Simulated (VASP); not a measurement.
The system is Ge.

```
Ge
1.0
    -1.29613    1.29613    1.29613
     1.29613   -1.29613    1.29613
     1.29613    1.29613   -1.29613
Ge
1
Direct
  0.00000 0.00000 0.00000
```

This cell differs from its parent crystal: volume scaled by 0.45.

Base run:

```yaml
Program: VASP 6.6.1
Functional: PBE
Potentials_or_basis: VASP PAW PBE potentials, release 64 (Ge_d)
Cutoff: 520 eV
k_mesh: 16 × 16 × 16
Occupations: fermi-dirac, width 0.08 eV
Spin: no spin polarisation
```

Its results: band gap on the k mesh zero (band 7 reaches 39.74 eV, above the bottom of band 8 at 13.53 eV); pressure 313.6 GPa.

Q: The run is repeated on the same cell with these changes: further incar settings from ALGO = Normal; EDIFF = 1e-07; NBANDS = 13 to ALGO = Normal; EDIFF = 1e-06; NBANDS = 13. What comes out?

A: Band gap on the k mesh zero (band 7 reaches 39.74 eV, above the bottom of band 8 at 13.53 eV); pressure 312.8 GPa.
